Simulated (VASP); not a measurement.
Here is a VASP 6.6.1 calculation.

INCAR

```
PREC     = Accurate       # precision mode
ENCUT    = 520            # plane-wave cutoff, eV
EDIFF    = 1E-6           # SCF threshold, eV
ISMEAR   = 0              # smearing method
SIGMA    = 0.05           # smearing width, eV
LREAL    = False          # projectors in reciprocal space
LASPH    = True           # aspherical terms in the spheres
NELM     = 80             # most SCF steps
ALGO     = Normal         # electronic algorithm
ISIF     = 2              # what is computed and relaxed
LWAVE    = False          # write WAVECAR
LCHARG   = False          # write CHGCAR
GGA      = PE             # functional
NBANDS   = 19             # bands
```

Contents of KPOINTS:

```
Automatic mesh
0
Gamma
  6 6 6
```

The input POSCAR:

```
SrCl2
1.0
    0.0000000000      3.4424746706      3.4424746706
    3.4424746706      0.0000000000      3.4424746706
    3.4424746706      3.4424746706      0.0000000000
Sr Cl
1 2
Direct
    0.0000000000      0.0000000000      0.0000000000
    0.2500000000      0.2500000000      0.2500000000
    0.7500000000      0.7500000000      0.7500000000
```

Potentials or basis: VASP PAW PBE potentials, release 64 (Sr_sv, Cl).

Run with:

```bash
$ cat potpaw_PBE.64/Sr_sv/POTCAR potpaw_PBE.64/Cl/POTCAR > POTCAR
$ mpirun -np 1 vasp_std > vasp.out
```

**Question.** What does it give for the pressure?

**Answer.** 2.7 GPa.

**Question.** Estimate the band gap on the k mesh.

**Answer.** 5.48 eV.

A k mesh can miss the band edges. A hybrid or GW would open this gap; PBE tends to underestimate it.
